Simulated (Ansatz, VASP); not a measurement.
One calculation of SiNi3, two programs

```
Ni Si
1.0
     3.54200    0.00000    0.00000
     0.00000    3.54200    0.00000
     0.00000    0.00000    3.54200
Ni Si
3 1
Direct
  0.50000 0.50000 0.00000
  0.50000 0.00000 0.50000
  0.00000 0.50000 0.50000
  0.00000 0.00000 0.00000
```

Alike in both runs: functional PBE; k mesh 4 × 4 × 4; occupations fermi-dirac, width 0.05 eV; collinear spin.

|  | VASP | Ansatz |
| --- | --- | --- |
| version | VASP 6.6.1 | Ansatz 0.2.0 |
| potentials or method | VASP PAW PBE potentials, release 64 (Ni_sv_GW, Si) | Ansatz PAW |
| plane-wave cutoff (eV) | 590 | 420 |
| valence electrons in the cell | 58 | 58 |
| task | single point | band structure |

|  | VASP | Ansatz | Ansatz less VASP |
| --- | --- | --- | --- |
| gap on the k mesh at the Fermi level (eV) | none | none | - |
| pressure (GPa) | -8.9 | -5.9 | +2.98 |
| net moment per atom (μB) | 0.00 | 0.00 | 0.000 |

A gap of «none» marks a metal or a gap that the smearing closes.

The k mesh is coarse, so the values compare programs but aren't converged.
